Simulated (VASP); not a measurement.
# W (I4/mmm) in VASP: a series of runs

W is run at these levels: r2SCAN; tasks: single point.

Program: VASP 6.6.1. These are calculated values, not measurements. Logs are shortened: lines on timing, memory, paths and dates and some standing lists are left out, and cuts for length are marked.

## (1) The cell of the first run

Symmetry: I4/mmm, No. 139, tetragonal system. The conventional cell has a = 2.939 Å, b = 2.939 Å, c = 3.195 Å, α = 90.00°, β = 90.00°, γ = 90.00°. Within 3.5 Å of W (site symmetry 4/mmm) lie 14 W at 2.62 to 3.19 Å.

## (2) Single point, r2SCAN (strain -0.080 along x and y, +0.000 along z)

POSCAR reads:

```
W
1.0
   -1.4695160000      1.4695160000      1.5973000000
    1.4695160000     -1.4695160000      1.5973000000
    1.4695160000      1.4695160000     -1.5973000000
W
1
Direct
    0.0000000000      0.0000000000      0.0000000000
```

INCAR.step1 reads:

```
ALGO = Normal ; EDIFF = 1E-4
ENCUT = 520 ; GGA = PE
ISMEAR = 0 ; LASPH = True
LCHARG = False ; LREAL = False
LWAVE = True ; NBANDS = 13
NELM = 60 ; PREC = Accurate
SIGMA = 0.15
```

INCAR.step2 reads:

```
ALGO = Normal ; EDIFF = 1E-7
ENCUT = 520 ; ISIF = 2
ISMEAR = 0 ; ISTART = 1
LASPH = True ; LCHARG = False
LMIXTAU = True ; LREAL = False
LWAVE = False ; METAGGA = R2SCAN
NBANDS = 13 ; NELM = 60
PREC = Accurate ; SIGMA = 0.15
```

KPOINTS reads:

```
k-points
0
Gamma
  14 14 14
```

Potentials or basis: VASP PAW PBE potentials, release 64 (W_sv).

The run is started by

```console
> cat potpaw_PBE.64/W_sv/POTCAR > POTCAR
> cp INCAR.step1 INCAR
> mpirun -np 1 vasp_std > vasp.out
> cp INCAR.step2 INCAR
> mpirun -np 1 vasp_std > vasp.out
```

OUTCAR:

```text
EDIFF = 1E-7
   ENCUT = 520
   ISIF = 2
   ISMEAR = 0
   ISTART = 1
   LASPH = True
   LREAL = False
   METAGGA = R2SCAN
   NELM = 60
   PREC = Accurate

 ion  position               nearest neighbor table
   1  0.000  0.000  0.000-

  LATTYP: Found a body centered tetragonal cell.
 ALAT       =     2.9390320000
 C/A-ratio  =     1.0869565217

  Lattice vectors:

 A1 = (  -1.4695160000,   1.4695160000,   1.5973000000)
 A2 = (   1.4695160000,  -1.4695160000,   1.5973000000)
 A3 = (   1.4695160000,   1.4695160000,  -1.5973000000)

Analysis of symmetry for initial positions (statically):
=====================================================================
 Subroutine PRICEL returns:
 Original cell was already a primitive cell.

 Routine SETGRP: Setting up the symmetry group for a
 body centered tetragonal supercell.

 Subroutine GETGRP returns: Found 16 space group operations
 (whereof 16 operations were pure point group operations)
 out of a pool of 16 trial point group operations.

The static configuration has the point symmetry D_4h.

Analysis of symmetry for dynamics (positions and initial velocities):
=====================================================================
 Subroutine PRICEL returns:
 Original cell was already a primitive cell.

 Routine SETGRP: Setting up the symmetry group for a
 body centered tetragonal supercell.

 Subroutine GETGRP returns: Found 16 space group operations
 (whereof 16 operations were pure point group operations)
 out of a pool of 16 trial point group operations.

The dynamic configuration has the point symmetry D_4h.

 Subroutine INISYM returns: Found 16 space group operations
 (whereof 16 operations are pure point group operations),
 and found     1 'primitive' translations

----------------------------------------------------------------------------------------

                                     Primitive cell

  volume of cell :      13.7973

  direct lattice vectors                    reciprocal lattice vectors
    -1.469516000  1.469516000  1.597300000     0.000000000  0.340248082  0.313028235
     1.469516000 -1.469516000  1.597300000     0.340248082  0.000000000  0.313028235
     1.469516000  1.469516000 -1.597300000     0.340248082  0.340248082  0.000000000

  length of vectors
     2.621129878  2.621129878  2.621129878     0.462336926  0.462336926  0.481183452

  position of ions in fractional coordinates (direct lattice)
[... 83 lines left out ...]
   ISIF   =      2    stress and relaxation
   ISYM   =      2    0-nonsym 1-usesym 2-fastsym
   POTIM  = 0.5000    time-step for ionic-motion
   TEBEG  =    0.0;   TEEND  =   0.0 temperature during run
   PSTRESS=    0.0 pullay stress
   NELECT =      14.0000    total number of electrons
   NUPDOWN=      -1.0000    fix difference up-down
   EMIN   =  10.00;   EMAX   =-10.00  energy-range for DOS
   EFERMI =   0.00;   METHOD = LEGACY
   ISMEAR =     0;   SIGMA  =   0.15  broadening in eV -4-tet -1-fermi 0-gaus
   EFERMI_NEDOS =   21; number of points for ismear=-14 and -15
   IALGO  =     38    algorithm
   IMIX   =      4    mixing-type and parameters
     AMIX     =   0.40;   BMIX     =  1.00
     AMIX_MAG =   1.60;   BMIX_MAG =  1.00
  volume/ion in A,a.u.               =      13.80        93.11
  Fermi-wavevector in a.u.,A,eV,Ry     =   1.645075  3.108742 36.821080  2.706273
  Thomas-Fermi vector in A             =   2.734934
   LORBIT       =      0    0 simple, 1 ext, 2 COOP (PROOUT), +10 PAW based schemes
   METAGGA = R2SCAN    functional components
   LHFCALC =     F    Hartree Fock is set to
   AEXX    =    0.0000 exact exchange contribution
   IVDW    =     0    specifies the selected vdW correction
   LEPSILON=     F    determine dielectric tensor
   LRPA    =     F    only Hartree local field effects (RPA)
 non-spin polarized calculation
 Gauss-broadening in eV      SIGMA  =   0.15
  energy-cutoff  :      520.00
  volume of cell :       13.80
 maximum number of plane-waves:       394
   NGX =  9   NGY =  9   NGZ =  9

 number of electron      13.9999997 magnetization

 Free energy of the ion-electron system (eV)
  ---------------------------------------------------
  ext. energy  EPLUGINS =         0.00000000
  ---------------------------------------------------
  free energy    TOTEN  =       -50.88279744 eV

  energy without entropy =      -50.87745949  energy(sigma->0) =      -50.88012847

 E-fermi :  13.4919     XC(G=0): -15.8801

 val. band max:       13.4782212525   @ k =  -0.3571   0.4286   0.2857
 cond. band min:      13.4986431677   @ k =  -0.2857   0.3571   0.2143
 fundamental gap:      0.0204219152
 Fermi energy:        13.4919045492

 k-point     1 :       0.0000    0.0000    0.0000
  band No.  band energies     occupation
      1     -62.5617      2.00000
      2     -25.1453      2.00000
      3     -25.1296      2.00000
      4     -25.1296      2.00000
      5       2.5392      2.00000
      6      11.5106      2.00000
      7      11.5106      2.00000
      8      12.8325      2.00000
      9      15.2782      0.00000
     10      17.0754      0.00000
     11      27.8399      0.00000
     12      29.6795      0.00000
     13      29.6795      0.00000
[... 354 lines left out ...]
  band No.  band energies     occupation
      1     -62.3287      2.00000
      2     -26.8462      2.00000
      3     -25.7664      2.00000
      4     -25.2482      2.00000
      5       6.8771      2.00000
      6       9.8189      2.00000
      7      11.0917      2.00000
      8      15.2943      0.00000
      9      16.5618      0.00000
     10      19.9358      0.00000
     11      27.6024      0.00000
     12      30.9457      0.00000
     13      34.8095      0.00000

 [... further k-points ...]

------------------------ aborting loop because EDIFF is reached ----------------------------------------

  FORCE on cell =-STRESS in cart. coord.  units (eV):
  Direction    XX          YY          ZZ          XY          YZ          ZX
  --------------------------------------------------------------------------------------
  -------------------------------------------------------------------------------------
  Total        6.5718659      6.5718659      3.5236601      0.0000000     -0.0000000     -0.0000000
  in kB      763.1398922    763.1398922    409.1753550      0.0000000     -0.0000000     -0.0000000
  external PRESSURE =     645.1517131 kB  Pullay stress =       0.0000000 kB

 VOLUME and BASIS-vectors are now :
 -----------------------------------------------------------------------------
  energy-cutoff  :      520.00
  volume of cell :       13.80
      direct lattice vectors                 reciprocal lattice vectors
    -1.469516000  1.469516000  1.597300000     0.000000000  0.340248082  0.313028235
     1.469516000 -1.469516000  1.597300000     0.340248082  0.000000000  0.313028235
     1.469516000  1.469516000 -1.597300000     0.340248082  0.340248082  0.000000000

 POSITION                                       TOTAL-FORCE (eV/Angst)
 -----------------------------------------------------------------------------------
      0.00000      0.00000      0.00000         0.000000      0.000000     -0.000000
 -----------------------------------------------------------------------------------
    total drift:                                0.000000     -0.000000      0.000000

  FREE ENERGIE OF THE ION-ELECTRON SYSTEM (eV)
  ---------------------------------------------------
  free  energy   TOTEN  =       -50.8827974432 eV

  energy  without entropy=      -50.8774594871  energy(sigma->0) =      -50.88012847
```

OSZICAR.step1:

```text
N       E                     dE             d eps       ncg     rms          rms(c)
DAV:   1     0.837751853182E+02    0.83775E+02   -0.73872E+03  6378   0.125E+03
DAV:   2    -0.114227642476E+02   -0.95198E+02   -0.91356E+02  7099   0.320E+02
DAV:   3    -0.129434632707E+02   -0.15207E+01   -0.15164E+01  7009   0.389E+01
DAV:   4    -0.129485566857E+02   -0.50934E-02   -0.50933E-02  7099   0.247E+00
DAV:   5    -0.129485906361E+02   -0.33950E-04   -0.33950E-04  7073   0.191E-01    0.270E+01
DAV:   6    -0.125616828173E+02    0.38691E+00   -0.26892E-01  6774   0.730E+00    0.123E+01
DAV:   7    -0.124407730488E+02    0.12091E+00   -0.17764E-01  7144   0.567E+00    0.436E-01
DAV:   8    -0.124370716246E+02    0.37014E-02   -0.47575E-03  6484   0.946E-01    0.523E-02
DAV:   9    -0.124370757157E+02   -0.40911E-05   -0.50731E-05  5132   0.948E-02
   1 F= -.12437076E+02 E0= -.12434104E+02  d E =-.594298E-02
```

Run time: 2.3 min. Hardware: 1 thread of Intel Xeon Platinum 8259CL at 2.50GHz (Skylake/Cascade Lake), shared host; peak memory 0.16 GiB.

What came out:

```yaml
Free_energy: -50.8828 eV
Pressure: 64.5 GPa
Band_gap_on_the_k_mesh: zero (band 7 reaches 19.60 eV, above the bottom of band 8 at 12.47 eV)
```

Stress tensor (GPa, compression positive):
```
76.31  0.00  0.00
 0.00 76.31  0.00
 0.00  0.00 40.92
```

Levels at points of the mesh, in eV from the Fermi level:
```
           k point  band 5  band 6  band 7  band 8  band 9  band 10
(0.00, 0.00, 0.00)  -10.95   -1.98   -1.98   -0.66    1.79     3.58
(0.50, 0.00, 0.00)   -7.62   -4.07    0.87    1.68    4.19     7.41
(0.50, 0.50, 0.00)   -7.69   -5.44    1.68    3.96    4.62     7.80
(0.50, 0.50, 0.50)   -7.54   -7.24    6.11    6.52    6.52     8.19
```

Caveat: the cell differs from its parent crystal (strain -0.080 along x and y, +0.000 along z); the PAW data sets were made with another functional, which shifts forces and pressure a little; spin-orbit coupling is left out, which moves the levels of the heavy elements.

## (3) Single point, r2SCAN (strain -0.080 along x and y, +0.040 along z)

POSCAR reads:

```
W
1.0
   -1.4695160000      1.4695160000      1.6611920000
    1.4695160000     -1.4695160000      1.6611920000
    1.4695160000      1.4695160000     -1.6611920000
W
1
Direct
    0.0000000000      0.0000000000      0.0000000000
```

INCAR.step1 reads:

```
SYSTEM = W
PREC = Accurate
ENCUT = 520
ISMEAR = 0
SIGMA = 0.15
LREAL = .FALSE.
LASPH = .TRUE.
NELM = 100
NBANDS = 13
GGA = PE
ALGO = Normal
EDIFF = 1E-4
LWAVE = .TRUE.
LCHARG = .FALSE.
```

INCAR.step2 reads:

```
SYSTEM = W
PREC = Accurate
ENCUT = 520
EDIFF = 1E-6
ISMEAR = 0
SIGMA = 0.15
LREAL = .FALSE.
LASPH = .TRUE.
NELM = 100
ALGO = Normal
ISIF = 2
LWAVE = .FALSE.
LCHARG = .FALSE.
METAGGA = R2SCAN
LMIXTAU = .TRUE.
NBANDS = 13
ISTART = 1
```

KPOINTS reads:

```
regular mesh
0
G
  14 14 14
  0 0 0
```

Potentials or basis: VASP PAW PBE potentials, release 64 (W_sv).

The run is started by

```console
> cat potpaw_PBE.64/W_sv/POTCAR > POTCAR
> cp INCAR.step1 INCAR
> mpirun -np 1 vasp_std > vasp.out
> cp INCAR.step2 INCAR
> mpirun -np 1 vasp_std > vasp.out
```

Wall time 2.3 min (1 thread of Intel Xeon Platinum 8259CL at 2.50GHz (Skylake/Cascade Lake), shared host); peak memory 0.16 GiB.

The run converged. Its results:

```
Free energy            : -50.9812 eV
Pressure               : 45.6 GPa
Band gap on the k mesh : zero (band 7 reaches 18.59 eV, above the bottom of band 8 at 11.72 eV)
```

Stress tensor (GPa, compression positive):
```
59.60  0.00  0.00
 0.00 59.60  0.00
 0.00  0.00 17.51
```

Levels at points of the mesh, in eV from the Fermi level:
```tsv
k point	band 5	band 6	band 7	band 8	band 9	band 10
(0.00, 0.00, 0.00)	-10.70	-1.91	-1.91	-0.11	1.34	3.72
(0.50, 0.00, 0.00)	-7.28	-3.54	0.64	1.11	4.28	6.90
(0.50, 0.50, 0.00)	-7.33	-5.43	1.75	4.32	4.74	7.46
(0.50, 0.50, 0.50)	-7.14	-6.73	5.77	6.31	6.31	7.13
```

Caveat: the cell differs from its parent crystal (strain -0.080 along x and y, +0.040 along z); the PAW data sets were made with another functional, which shifts forces and pressure a little; spin-orbit coupling is left out, which moves the levels of the heavy elements.

## (4) Single point, r2SCAN (strain -0.080 along x and y, +0.080 along z)

POSCAR reads:

```
W
1.0
   -1.4695160000      1.4695160000      1.7250840000
    1.4695160000     -1.4695160000      1.7250840000
    1.4695160000      1.4695160000     -1.7250840000
W
1
Direct
    0.0000000000      0.0000000000      0.0000000000
```

INCAR.step1 reads:

```
ALGO = Normal
EDIFF = 1E-4
ENCUT = 520
GGA = PE
ISMEAR = 0
LASPH = True
LCHARG = False
LREAL = False
LWAVE = True
NBANDS = 13
NELM = 80
PREC = Accurate
SIGMA = 0.15
```

INCAR.step2 reads:

```
ALGO = Normal
EDIFF = 1E-6
ENCUT = 520
ISIF = 2
ISMEAR = 0
ISTART = 1
LASPH = True
LCHARG = False
LMIXTAU = True
LREAL = False
LWAVE = False
METAGGA = R2SCAN
NBANDS = 13
NELM = 80
PREC = Accurate
SIGMA = 0.15
```

KPOINTS reads:

```
k-points
0
Gamma
  14 14 14
```

Potentials or basis: VASP PAW PBE potentials, release 64 (W_sv).

The run is started by

```console
> cat potpaw_PBE.64/W_sv/POTCAR > POTCAR
> cp INCAR.step1 INCAR
> mpirun -np 1 vasp_std > vasp.out
> cp INCAR.step2 INCAR
> mpirun -np 1 vasp_std > vasp.out
```

OUTCAR:

```text
EDIFF = 1E-6
   ENCUT = 520
   ISIF = 2
   ISMEAR = 0
   ISTART = 1
   LASPH = True
   LREAL = False
   METAGGA = R2SCAN
   NELM = 80
   PREC = Accurate

 ion  position               nearest neighbor table
   1  0.000  0.000  0.000-

  LATTYP: Found a body centered tetragonal cell.
 ALAT       =     2.9390320000
 C/A-ratio  =     1.1739130435

  Lattice vectors:

 A1 = (  -1.4695160000,   1.4695160000,   1.7250840000)
[... 563 lines left out ...]
     12      29.1146      0.00000
     13      32.3332      0.00000

 [... further k-points ...]

------------------------ aborting loop because EDIFF is reached ----------------------------------------

  FORCE on cell =-STRESS in cart. coord.  units (eV):
  Direction    XX          YY          ZZ          XY          YZ          ZX
  --------------------------------------------------------------------------------------
  -------------------------------------------------------------------------------------
  Total        4.0112621      4.0112621      0.2178332      0.0000000      0.0000000      0.0000000
  in kB      431.2933390    431.2933390     23.4215614      0.0000000      0.0000000      0.0000000
  external PRESSURE =     295.3360798 kB  Pullay stress =       0.0000000 kB

 VOLUME and BASIS-vectors are now :
 -----------------------------------------------------------------------------
  energy-cutoff  :      520.00
  volume of cell :       14.90
      direct lattice vectors                 reciprocal lattice vectors
    -1.469516000  1.469516000  1.725084000     0.000000000  0.340248082  0.289840958
     1.469516000 -1.469516000  1.725084000     0.340248082  0.000000000  0.289840958
     1.469516000  1.469516000 -1.725084000     0.340248082  0.340248082  0.000000000

 POSITION                                       TOTAL-FORCE (eV/Angst)
 -----------------------------------------------------------------------------------
      0.00000      0.00000      0.00000        -0.000000      0.000000      0.000000
 -----------------------------------------------------------------------------------
    total drift:                                0.000000     -0.000000      0.000000

  FREE ENERGIE OF THE ION-ELECTRON SYSTEM (eV)
  ---------------------------------------------------
  free  energy   TOTEN  =       -51.0147266999 eV

  energy  without entropy=      -51.0089337906  energy(sigma->0) =      -51.01183025
```

OSZICAR.step1:

```text
N       E                     dE             d eps       ncg     rms          rms(c)
DAV:   1     0.833896917799E+02    0.83390E+02   -0.74100E+03  6405   0.124E+03
DAV:   2    -0.116042482614E+02   -0.94994E+02   -0.91309E+02  7129   0.315E+02
DAV:   3    -0.131633827049E+02   -0.15591E+01   -0.15544E+01  6939   0.392E+01
DAV:   4    -0.131692617567E+02   -0.58791E-02   -0.58789E-02  7169   0.264E+00
DAV:   5    -0.131693073872E+02   -0.45631E-04   -0.45630E-04  7011   0.219E-01    0.232E+01
DAV:   6    -0.127361392412E+02    0.43317E+00   -0.33719E-01  6789   0.794E+00    0.992E+00
DAV:   7    -0.126109085622E+02    0.12523E+00   -0.20093E-01  7184   0.581E+00    0.501E-01
DAV:   8    -0.126068287959E+02    0.40798E-02   -0.43659E-03  6469   0.878E-01    0.592E-02
DAV:   9    -0.126068203488E+02    0.84472E-05   -0.63894E-05  5067   0.102E-01
   1 F= -.12606820E+02 E0= -.12602965E+02  d E =-.771025E-02
```

It took 2.3 min on 1 thread of Intel Xeon Platinum 8259CL at 2.50GHz (Skylake/Cascade Lake), shared host; peak memory 0.16 GiB.

What came out:

```
Free energy            : -51.0147 eV
Pressure               : 29.5 GPa
Band gap on the k mesh : zero (band 7 reaches 17.67 eV, above the bottom of band 8 at 11.03 eV)
```

Caveat: the cell differs from its parent crystal (strain -0.080 along x and y, +0.080 along z); the PAW data sets were made with another functional, which shifts forces and pressure a little; spin-orbit coupling is left out, which moves the levels of the heavy elements.

## (5) The runs side by side

```csv
cell,gap on the mesh (eV),pressure (GPa)
"a = 2.621 Å, angles 111.8, 111.8, 104.9°, 1 atom",none,64.5
"a = 2.661 Å, angles 112.9, 112.9, 102.7°, 1 atom",none,45.6
"a = 2.701 Å, angles 114.1, 114.1, 100.6°, 1 atom",none,29.5
```

Alike in all rows: task single point; level r2SCAN; potentials or basis VASP PAW PBE potentials, release 64 (W_sv); no spin polarisation; k mesh 14 × 14 × 14; cutoff (eV) 520; smearing gaussian 0.15 eV.

Caveats: the PAW data sets were made with another functional, which shifts forces and pressure a little; spin-orbit coupling is left out, which moves the levels of the heavy elements.

Absolute energies hang on the potentials; compare differences alone.
